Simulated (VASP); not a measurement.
Write the native input for VASP 6.6.1 that does the following.

```
Task                   : single point
Functional             : r2SCAN
Potentials or basis    : VASP PAW PBE potentials, release 64 (Pb_d, F)
Cutoff                 : 520 eV
k mesh                 : 8 × 8 × 8
Occupations            : gaussian, width 0.02 eV
Spin                   : no spin polarisation
Dipole correction      : no
Further INCAR settings : ALGO = Normal; EDIFF = 1e-07; NBANDS = 21
```

The system is PbF2.

```
CELL_PARAMETERS angstrom
0.00000 2.98116 2.98116
2.98116 0.00000 2.98116
2.98116 2.98116 0.00000
ATOMIC_POSITIONS crystal
Pb 0.00000 0.00000 0.00000
F 0.25000 0.25000 0.25000
F 0.75000 0.75000 0.75000
```

The input as run:

POSCAR

```
PbF2
1.0
    0.0000000000      2.9811575327      2.9811575327
    2.9811575327      0.0000000000      2.9811575327
    2.9811575327      2.9811575327      0.0000000000
Pb F
1 2
Direct
    0.0000000000      0.0000000000      0.0000000000
    0.2500000000      0.2500000000      0.2500000000
    0.7500000000      0.7500000000      0.7500000000
```

INCAR.step1

```
  ALGO = Normal
  EDIFF = 1E-4
  ENCUT = 520
  GGA = PE
  ISMEAR = 0
  LASPH = True
  LCHARG = False
  LREAL = False
  LWAVE = True
  NBANDS = 21
  NELM = 80
  PREC = Accurate
  SIGMA = 0.02
```

INCAR.step2

```
  ALGO = Normal
  EDIFF = 1E-7
  ENCUT = 520
  ISIF = 2
  ISMEAR = 0
  ISTART = 1
  LASPH = True
  LCHARG = True
  LELF = True
  LMIXTAU = True
  LREAL = False
  LVHAR = True
  LWAVE = False
  METAGGA = R2SCAN
  NBANDS = 21
  NELM = 80
  PREC = Accurate
  SIGMA = 0.02
```

KPOINTS

```
k-points
0
Gamma
  8 8 8
```

Potentials or basis: VASP PAW PBE potentials, release 64 (Pb_d, F).

Launch:

```bash
$ cat potpaw_PBE.64/Pb_d/POTCAR potpaw_PBE.64/F/POTCAR > POTCAR
$ cp INCAR.step1 INCAR
$ mpirun -np 1 vasp_std > vasp.out
$ cp INCAR.step2 INCAR
$ mpirun -np 1 vasp_std > vasp.out
```

It gave:

- Pressure: -1.6 GPa
- Band gap on the k mesh: 4.94 eV (least direct gap 5.08 eV)

Caveat: the PAW data sets were made with another functional, which shifts forces and pressure a little; spin-orbit coupling is left out, which moves the levels of the heavy elements.

Run time: 3.4 min on 1 thread of Oxide Virtual Turin-like Processor, with other jobs on the host, peak memory 0.17 GiB.
